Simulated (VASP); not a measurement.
A run of VASP 6.6.1 is set up as follows.

INCAR

```
SYSTEM = KBr
  PREC = Accurate
  ENCUT = 520
  EDIFF = 1E-6
  ISMEAR = 0
  SIGMA = 0.01
  LREAL = .FALSE.
  LASPH = .TRUE.
  NELM = 60
  ALGO = Normal
  ISIF = 2
  LWAVE = .FALSE.
  LCHARG = .FALSE.
  IBRION = 2
  NSW = 50
  EDIFFG = -0.002
```

File KPOINTS:

```
regular mesh
0
G
  6 6 6
  0 0 0
```

The input POSCAR:

```
KBr
1.0
   -0.0159377666      3.1795844290      3.1795844290
    3.1795844290     -0.0159377666      3.1795844290
    3.1795844290      3.1795844290     -0.0159377666
K Br
1 1
Direct
    0.0000000000      0.0000000000      0.0000000000
    0.5000000000      0.5000000000      0.5000000000
```

Potentials or basis: VASP PAW LDA potentials, release 64 (K_sv, Br).

Launch:

```sh
$ cat potpaw_LDA.64/K_sv/POTCAR potpaw_LDA.64/Br/POTCAR > POTCAR
$ mpirun -np 1 vasp_std > vasp.out
```

(1) Predict the band gap on the k mesh.

## Answers

(1) 4.31 eV.

Caveat: the cell differs from its parent crystal (equal xy, yz and zx engineering shears of -0.5 %); the relaxation stopped at its first step, so nothing moved.
